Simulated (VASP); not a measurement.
# Mg16C in VASP: a series of runs

The runs below take Mg16C through single point, with LDA.

Everything below comes from runs of VASP 6.6.1. Logs are shortened: lines on timing, memory, paths and dates and some standing lists are left out, and cuts for length are marked.

## Step 1: The cell of the first run

The cell holds a slab with vacuum, 17 atoms: a = 6.293 Å, b = 6.293 Å, c = 23.061 Å, α = 90.00°, β = 90.00°, γ = 120.00°.

## Step 2: Single point, LDA

Input file INCAR:

```
SYSTEM = Mg16C
ALGO = Normal
DIPOL = 0.5 0.5 0.351
EDIFF = 1E-6
ENCUT = 520
GGA = CA
IDIPOL = 3
ISIF = 2
ISMEAR = 0
LASPH = .TRUE.
LCHARG = .FALSE.
LDIPOL = .TRUE.
LREAL = Auto
LWAVE = .FALSE.
NBANDS = 32
NELM = 100
PREC = Accurate
SIGMA = 0.1
```

Input file KPOINTS:

```
k-points
0
G
  6 6 1
  0 0 0
```

Input file POSCAR:

```
Mg16C
1.0
    6.2932257366      0.0000000000      0.0000000000
   -3.1466128683      5.4500933597      0.0000000000
    0.0000000000      0.0000000000     23.0605952337
Mg C
16 1
Direct
    0.3333333333      0.1666666667      0.1734560604
    0.3333333333      0.6666666667      0.1734560604
    0.8333333333      0.1666666667      0.1734560604
    0.8333333333      0.6666666667      0.1734560604
    0.1666666667      0.3333333333      0.2827092823
    0.1666666667      0.8333333333      0.2827092823
    0.6666666667      0.3333333333      0.2827092823
    0.6666666667      0.8333333333      0.2827092823
    0.3333333333      0.1666666667      0.3902185413
    0.3333333333      0.6666666667      0.3902185413
    0.8333333333      0.1666666667      0.3902185413
    0.8333333333      0.6666666667      0.3902185413
    0.1666666667      0.3333333333      0.5013138263
    0.1666666667      0.8333333333      0.5013138263
    0.6666666667      0.3333333333      0.5013138263
    0.6666666667      0.8333333333      0.5013138263
    0.1666666667      0.4166666667      0.5845019510
```

Potentials or basis: VASP PAW LDA potentials, release 64 (Mg, C).

On the command line:

```sh
$ cat potpaw_LDA.64/Mg/POTCAR potpaw_LDA.64/C/POTCAR > POTCAR
$ mpirun -np 1 vasp_std > vasp.out
```

OUTCAR:

```text
SYSTEM = Mg16C
   EDIFF = 1E-6
   ENCUT = 520
   GGA = CA
   ISIF = 2
   ISMEAR = 0
   LASPH = .TRUE.
   LREAL = Auto
   NELM = 100
   PREC = Accurate

 ion  position               nearest neighbor table
   1  0.333  0.167  0.173-   5 3.11   7 3.11   6 3.11   3 3.15   3 3.15   2 3.15   2 3.15   4 3.15
                             4 3.15
   2  0.333  0.667  0.173-   6 3.11   8 3.11   5 3.11   4 3.15   4 3.15   3 3.15   1 3.15   1 3.15
                             3 3.15
   3  0.833  0.167  0.173-   7 3.11   5 3.11   8 3.11   1 3.15   1 3.15   2 3.15   4 3.15   4 3.15
                             2 3.15
   4  0.833  0.667  0.173-   8 3.11   6 3.11   7 3.11   2 3.15   2 3.15   1 3.15   3 3.15   3 3.15
                             1 3.15
   5  0.167  0.333  0.283-   9 3.07  11 3.07  10 3.07   1 3.11   3 3.11   2 3.11   7 3.15   7 3.15
                             6 3.15   6 3.15   8 3.15   8 3.15
   6  0.167  0.833  0.283-  10 3.07  12 3.07   9 3.07   2 3.11   4 3.11   1 3.11   8 3.15   8 3.15
                             7 3.15   5 3.15   5 3.15   7 3.15
   7  0.667  0.333  0.283-  11 3.07   9 3.07  12 3.07   3 3.11   1 3.11   4 3.11   5 3.15   5 3.15
                             6 3.15   8 3.15   8 3.15   6 3.15
   8  0.667  0.833  0.283-  12 3.07  10 3.07  11 3.07   4 3.11   2 3.11   3 3.11   6 3.15   6 3.15
                             5 3.15   7 3.15   7 3.15   5 3.15
   9  0.333  0.167  0.390-   5 3.07   7 3.07   6 3.07  13 3.14  15 3.14  14 3.14  11 3.15  11 3.15
                            10 3.15  10 3.15  12 3.15  12 3.15
  10  0.333  0.667  0.390-   6 3.07   8 3.07   5 3.07  14 3.14  16 3.14  13 3.14  12 3.15  12 3.15
                            11 3.15   9 3.15   9 3.15  11 3.15
  11  0.833  0.167  0.390-   7 3.07   5 3.07   8 3.07  15 3.14  13 3.14  16 3.14   9 3.15   9 3.15
                            10 3.15  12 3.15  12 3.15  10 3.15
  12  0.833  0.667  0.390-   8 3.07   6 3.07   7 3.07  16 3.14  14 3.14  15 3.14  10 3.15  10 3.15
                             9 3.15  11 3.15  11 3.15   9 3.15
  13  0.167  0.333  0.501-  17 1.99   9 3.14  11 3.14  10 3.14  15 3.15  15 3.15  14 3.15  14 3.15
                            16 3.15  16 3.15
  14  0.167  0.833  0.501-  10 3.14  12 3.14   9 3.14  16 3.15  16 3.15  13 3.15  13 3.15  15 3.15
                            15 3.15
  15  0.667  0.333  0.501-  11 3.14   9 3.14  12 3.14  13 3.15  13 3.15  16 3.15  16 3.15  14 3.15
                            14 3.15
  16  0.667  0.833  0.501-  12 3.14  10 3.14  11 3.14  14 3.15  14 3.15  15 3.15  15 3.15  13 3.15
                            13 3.15
  17  0.167  0.417  0.585-  13 1.99

  LATTYP: Found a hexagonal cell.
 ALAT       =     6.2932257366
 C/A-ratio  =     3.6643521461

  Lattice vectors:

 A1 = (   6.2932257366,   0.0000000000,   0.0000000000)
 A2 = (  -3.1466128683,   5.4500933597,   0.0000000000)
 A3 = (   0.0000000000,   0.0000000000,  23.0605952337)

Analysis of symmetry for initial positions (statically):
=====================================================================
 Subroutine PRICEL returns:
 Original cell was already a primitive cell.

 Routine SETGRP: Setting up the symmetry group for a
 hexagonal supercell.
[... 168 lines left out ...]
   LORBIT       =      0    0 simple, 1 ext, 2 COOP (PROOUT), +10 PAW based schemes
   GGA     = CA    functional components
   LHFCALC =     F    Hartree Fock is set to
   AEXX    =    0.0000 exact exchange contribution
   IVDW    =     0    specifies the selected vdW correction
   LEPSILON=     F    determine dielectric tensor
   LRPA    =     F    only Hartree local field effects (RPA)
 non-spin polarized calculation
 Gauss-broadening in eV      SIGMA  =   0.10
  energy-cutoff  :      520.00
  volume of cell :      790.95
 maximum number of plane-waves:     21343
   NGX = 23   NGY = 23   NGZ = 85

 dipolmoment           0.000000      0.000000     -0.314220 electrons x Angstroem

 number of electron      36.0000000 magnetization

 dipolmoment           0.000000      0.000000      0.332532 electrons x Angstroem

 Free energy of the ion-electron system (eV)
  ---------------------------------------------------
  ext. energy  EPLUGINS =         0.00000000
  ---------------------------------------------------
  free energy    TOTEN  =       -29.90552761 eV

  energy without entropy =      -29.85704481  energy(sigma->0) =      -29.88128621

 E-fermi :  -1.3454     XC(G=0):  -4.8094

 val. band max:       -1.3626485942   @ k =   0.0000   0.5000   0.0000
 cond. band min:      -1.3294386771   @ k =   0.1667   0.0000   0.0000
 fundamental gap:      0.0332099171
 Fermi energy:        -1.3453953647

 k-point     1 :       0.0000    0.0000    0.0000
  band No.  band energies     occupation
      1      -9.6583      2.00000
      2      -8.1398      2.00000
      3      -7.1922      2.00000
      4      -5.7873      2.00000
      5      -3.8517      2.00000
      6      -3.2869      2.00000
[... 649 lines left out ...]
     29       1.7261      0.00000
     30       1.7811      0.00000
 [bands above 30 left out]

------------------------ aborting loop because EDIFF is reached ----------------------------------------

 vacuum level on the upper side and lower side of the slab       (xc-potential included)         0.852        -0.865

  FORCE on cell =-STRESS in cart. coord.  units (eV):
  Direction    XX          YY          ZZ          XY          YZ          ZX
  --------------------------------------------------------------------------------------
  -------------------------------------------------------------------------------------
  Total       -5.7786151     -5.8473866      1.5514143     -0.2562568      1.5832023     -0.8174210
  in kB      -11.7054088    -11.8447152      3.1426108     -0.5190847      3.2070020     -1.6558028
  external PRESSURE =      -6.8025044 kB  Pullay stress =       0.0000000 kB

 VOLUME and BASIS-vectors are now :
 -----------------------------------------------------------------------------
  energy-cutoff  :      520.00
  volume of cell :      790.95
      direct lattice vectors                 reciprocal lattice vectors
     6.293225737  0.000000000  0.000000000     0.158901022  0.091741548  0.000000000
    -3.146612868  5.450093360  0.000000000     0.000000000  0.183483095  0.000000000
     0.000000000  0.000000000 23.060595234     0.000000000  0.000000000  0.043364015

 POSITION                                       TOTAL-FORCE (eV/Angst)
 -----------------------------------------------------------------------------------
      1.57331      0.90835      4.00000         0.017366     -0.015709     -0.053194
     -0.00000      3.63340      4.00000         0.006449      0.027978     -0.056648
      4.71992      0.90835      4.00000        -0.018931     -0.023836     -0.049116
      3.14661      3.63340      4.00000        -0.004935      0.003131     -0.072711
      0.00000      1.81670      6.51944         0.006331     -0.020840     -0.064936
     -1.57331      4.54174      6.51944         0.004628      0.027994     -0.016063
[... 9 lines left out ...]
      1.57331      4.54174     11.56060        -0.132743     -0.140114      0.352772
     -0.26222      2.27087     13.47896        -0.425227      0.763932      0.027635
 -----------------------------------------------------------------------------------
    total drift:                                0.000164     -0.000172     -0.000461

  FREE ENERGIE OF THE ION-ELECTRON SYSTEM (eV)
  ---------------------------------------------------
  free  energy   TOTEN  =       -29.9055276130 eV

  energy  without entropy=      -29.8570448102  energy(sigma->0) =      -29.88128621

 vacuum level on the upper side and lower side of the slab         4.365         2.611
```

OSZICAR:

```text
N       E                     dE             d eps       ncg     rms          rms(c)
DAV:   1     0.822493982098E+02    0.82249E+02   -0.94380E+03  1280   0.751E+02
DAV:   2    -0.196422937695E+02   -0.10189E+03   -0.96668E+02  1656   0.110E+02
DAV:   3    -0.332000206989E+02   -0.13558E+02   -0.12016E+02  1976   0.287E+01
[... 15 lines left out ...]
DAV:  19    -0.299053909318E+02   -0.12599E-03   -0.14752E-04  1736   0.350E-02    0.820E-03
DAV:  20    -0.299054745964E+02   -0.83665E-04   -0.37978E-05  1624   0.194E-02    0.132E-02
DAV:  21    -0.299054992998E+02   -0.24703E-04   -0.29780E-05  1600   0.117E-02    0.828E-03
DAV:  22    -0.299055253488E+02   -0.26049E-04   -0.11250E-05  1464   0.958E-03    0.198E-03
DAV:  23    -0.299055270264E+02   -0.16777E-05   -0.20538E-06  1448   0.517E-03    0.207E-03
DAV:  24    -0.299055276130E+02   -0.58657E-06   -0.42471E-07   904   0.237E-03
   1 F= -.29905528E+02 E0= -.29881286E+02  d E =-.484828E-01
```

It took 14 min on 1 thread of AMD EPYC 9R45 (Zen 5), shared host; peak memory 0.69 GiB.

Results:

```yaml
Free_energy: -29.9055 eV
Largest_force: 1.253 eV/Å
Band_gap_on_the_k_mesh: zero (bands 18 and 19 overlap by 0.38 eV)
```

Forces in eV/Å, atoms in the order of the input:
```
Mg   0.017 -0.016 -0.053
Mg   0.006  0.028 -0.057
Mg  -0.019 -0.024 -0.049
Mg  -0.005  0.003 -0.073
Mg   0.006 -0.021 -0.065
Mg   0.005  0.028 -0.016
Mg  -0.008 -0.030 -0.018
Mg  -0.003  0.018 -0.015
Mg   0.034 -0.019  0.094
Mg   0.001  0.018  0.015
Mg  -0.027 -0.019  0.045
Mg  -0.008  0.008  0.179
Mg   0.215 -0.363 -1.180
Mg   0.163 -0.340  0.463
Mg   0.180  0.103  0.350
Mg  -0.133 -0.140  0.353
C   -0.425  0.764  0.028
```

Levels at points of the mesh, in eV from the Fermi level:
```csv
k point,band 14,band 15,band 16,band 17,band 18,band 19,band 20,band 21,band 22,band 23
"(0.00, 0.00, 0.00)",-1.14,-1.10,-1.08,-1.07,-0.69,-0.33,-0.21,-0.09,0.33,0.38
"(0.50, 0.00, 0.00)",-1.15,-0.98,-0.19,-0.04,0.05,0.57,0.99,1.06,1.36,1.60
"(0.00, 0.50, 0.00)",-1.15,-0.98,-0.21,-0.02,0.04,0.57,0.96,1.14,1.28,1.61
"(0.50, 0.50, 0.00)",-1.15,-0.97,-0.21,-0.02,0.04,0.57,0.98,1.12,1.29,1.59
```

## Step 3: Single point, LDA

Input file INCAR:

```
ALGO = Normal
DIPOL = 0.5 0.5 0.350
EDIFF = 1E-6
ENCUT = 520
IDIPOL = 3
ISIF = 2
ISMEAR = 0
LASPH = T
LCHARG = T
LDIPOL = T
LELF = T
LREAL = Auto
LVACPOTAV = T
LVHAR = T
LWAVE = F
NBANDS = 32
NELM = 60
PREC = Accurate
SIGMA = 0.1
```

Input file KPOINTS:

```
k-points
0
Gamma
  6 6 1
```

POSCAR: that of step 2 with these lines changed.

```diff
@@ -24,2 +24,2 @@
     0.6666666667      0.8333333333      0.5013138263
-    0.1666666667      0.4166666667      0.5845019510
+    0.2500000000      0.6666666667      0.5557716980
```

Potentials or basis: VASP PAW LDA potentials, release 64 (Mg, C).

On the command line:

```sh
$ cat potpaw_LDA.64/Mg/POTCAR potpaw_LDA.64/C/POTCAR > POTCAR
$ mpirun -np 1 vasp_std > vasp.out
```

OUTCAR:

```text
EDIFF = 1E-6
   ENCUT = 520
   ISIF = 2
   ISMEAR = 0
   LASPH = T
   LREAL = Auto
   NELM = 60
   PREC = Accurate

 ion  position               nearest neighbor table
   1  0.333  0.167  0.173-   5 3.11   7 3.11   6 3.11   3 3.15   3 3.15   2 3.15   2 3.15   4 3.15
                             4 3.15
   2  0.333  0.667  0.173-   6 3.11   8 3.11   5 3.11   4 3.15   4 3.15   3 3.15   1 3.15   1 3.15
                             3 3.15
   3  0.833  0.167  0.173-   7 3.11   5 3.11   8 3.11   1 3.15   1 3.15   2 3.15   4 3.15   4 3.15
                             2 3.15
   4  0.833  0.667  0.173-   8 3.11   6 3.11   7 3.11   2 3.15   2 3.15   1 3.15   3 3.15   3 3.15
                             1 3.15
   5  0.167  0.333  0.283-   9 3.07  11 3.07  10 3.07   1 3.11   3 3.11   2 3.11   7 3.15   7 3.15
                             6 3.15   6 3.15   8 3.15   8 3.15
[... 917 lines left out ...]
  energy-cutoff  :      520.00
  volume of cell :      790.95
      direct lattice vectors                 reciprocal lattice vectors
     6.293225737  0.000000000  0.000000000     0.158901022  0.091741548  0.000000000
    -3.146612868  5.450093360  0.000000000     0.000000000  0.183483095  0.000000000
     0.000000000  0.000000000 23.060595234     0.000000000  0.000000000  0.043364015

 POSITION                                       TOTAL-FORCE (eV/Angst)
 -----------------------------------------------------------------------------------
      1.57331      0.90835      4.00000        -0.010278     -0.004729     -0.051675
     -0.00000      3.63340      4.00000        -0.006679     -0.005126     -0.060711
      4.71992      0.90835      4.00000        -0.002676      0.010040     -0.039433
      3.14661      3.63340      4.00000         0.004721      0.000851     -0.035914
      0.00000      1.81670      6.51944         0.001104     -0.026746     -0.006870
     -1.57331      4.54174      6.51944        -0.029786      0.012158     -0.011887
[... 9 lines left out ...]
      1.57331      4.54174     11.56060        -0.905017     -0.397519      0.625100
     -0.52444      3.63340     12.81643         2.568384     -1.860898      0.047552
 -----------------------------------------------------------------------------------
    total drift:                                0.000024      0.000162     -0.000180

  FREE ENERGIE OF THE ION-ELECTRON SYSTEM (eV)
  ---------------------------------------------------
  free  energy   TOTEN  =       -31.6214936908 eV

  energy  without entropy=      -31.5687466059  energy(sigma->0) =      -31.59512015

 vacuum level on the upper side and lower side of the slab         4.021         2.662
```

stdout:

```text
POSCAR found type information on POSCAR MgC
 POSCAR found :  2 types and      17 ions
 scaLAPACK will be used
 LDA part: xc-table for (Slater(with rela. corr.)+CA(PZ))
 , standard interpolation
 POSCAR, INCAR and KPOINTS ok, starting setup
 FFT: planning ... GRIDC
 FFT: planning ... GRID_SOFT
 FFT: planning ... GRID
 WAVECAR not read
 entering main loop
 -----------------------------------------------------------------------------
|                                                                             |
|           W    W    AA    RRRRR   N    N  II  N    N   GGGG   !!!           |
|           W    W   A  A   R    R  NN   N  II  NN   N  G    G  !!!           |
|           W    W  A    A  R    R  N N  N  II  N N  N  G       !!!           |
|           W WW W  AAAAAA  RRRRR   N  N N  II  N  N N  G  GGG   !            |
|           WW  WW  A    A  R   R   N   NN  II  N   NN  G    G                |
|           W    W  A    A  R    R  N    N  II  N    N   GGGG   !!!           |
|                                                                             |
|     Did not find any points to average over, which means that no vacuum     |
|     field-free region was found. Please increase the size of  your cell     |
|     in the dimension of the dipole correction to obtain accurate            |
|     workfunction values.                                                    |
|                                                                             |
 -----------------------------------------------------------------------------
```

It took 14 min on 1 thread of AMD EPYC 9R45 (Zen 5), shared host; peak memory 0.7 GiB.

Results:

- Free energy: -31.6215 eV
- Largest force: 3.172 eV/Å
- Band gap on the k mesh: zero (bands 18 and 19 overlap by 0.85 eV)

Forces on the atoms (eV/Å):
```
Mg  -0.010 -0.005 -0.052
Mg  -0.007 -0.005 -0.061
Mg  -0.003  0.010 -0.039
Mg   0.005  0.001 -0.036
Mg   0.001 -0.027 -0.007
Mg  -0.030  0.012 -0.012
Mg  -0.004  0.007 -0.025
Mg   0.028  0.010 -0.017
Mg   0.003  0.045  0.109
Mg   0.003 -0.002  0.086
Mg   0.000 -0.035  0.081
Mg  -0.064 -0.003  0.058
Mg  -0.167  0.681  0.719
Mg  -1.661  1.479 -1.595
Mg   0.243  0.090  0.118
Mg  -0.905 -0.398  0.625
C    2.568 -1.861  0.048
```

## Step 4: Single point, LDA

Input file INCAR:

```
SYSTEM = Mg16C
ALGO = Normal
DIPOL = 0.5 0.5 0.350
EDIFF = 1E-6
ENCUT = 520
GGA = CA
IDIPOL = 3
ISIF = 2
ISMEAR = 0
LASPH = .TRUE.
LCHARG = .FALSE.
LDIPOL = .TRUE.
LREAL = Auto
LWAVE = .FALSE.
NBANDS = 32
NELM = 80
PREC = Accurate
SIGMA = 0.1
```

Input file KPOINTS:

```
k-points
0
G
  6 6 1
  0 0 0
```

POSCAR: that of step 3 with these lines changed.

```diff
@@ -24,2 +24,2 @@
     0.6666666667      0.8333333333      0.5013138263
-    0.2500000000      0.6666666667      0.5557716980
+    0.4166666667      0.5000000000      0.5562256694
```

On the command line:

```sh
$ cat potpaw_LDA.64/Mg/POTCAR potpaw_LDA.64/C/POTCAR > POTCAR
$ mpirun -np 1 vasp_std > vasp.out
```

It took 16 min on 1 thread of AMD EPYC 9R45 (Zen 5), shared host; peak memory 0.69 GiB.

It converged, with:

```yaml
Free_energy: -31.5386 eV
Largest_force: 2.960 eV/Å
Band_gap_on_the_k_mesh: zero (bands 18 and 19 overlap by 0.79 eV)
```

Forces in eV/Å, atoms in the order of the input:
```
Mg  -0.008  0.018 -0.033
Mg   0.017 -0.014 -0.044
Mg   0.018 -0.002 -0.072
Mg  -0.018 -0.006 -0.049
Mg   0.017 -0.005 -0.011
Mg  -0.008  0.008 -0.026
Mg  -0.018  0.001 -0.019
Mg   0.006 -0.011 -0.006
Mg   0.032 -0.049  0.006
Mg  -0.009  0.021  0.005
Mg  -0.038 -0.006  0.181
Mg   0.065  0.022  0.064
Mg  -1.644 -1.425 -1.508
Mg   0.246 -0.115  0.143
Mg  -0.831  0.386  0.605
Mg  -0.158 -0.647  0.718
C    2.330  1.825  0.045
```

Levels at points of the mesh, in eV from the Fermi level:
| k point | band 16 | band 17 | band 18 | band 19 | band 20 | band 21 |
| --- | --- | --- | --- | --- | --- | --- |
| (0.00, 0.00, 0.00) | -1.10 | -1.05 | -0.58 | -0.45 | -0.27 | -0.10 |
| (0.50, 0.00, 0.00) | -0.33 | -0.05 | 0.33 | 0.59 | 0.89 | 1.29 |
| (0.00, 0.50, 0.00) | -0.32 | -0.06 | 0.32 | 0.61 | 0.89 | 1.25 |
| (0.50, 0.50, 0.00) | -0.24 | -0.13 | 0.32 | 0.64 | 0.96 | 1.09 |

[end of part 1 of 2]

The gap in the log of VASP goes by the Fermi energy; the results here count the filled bands.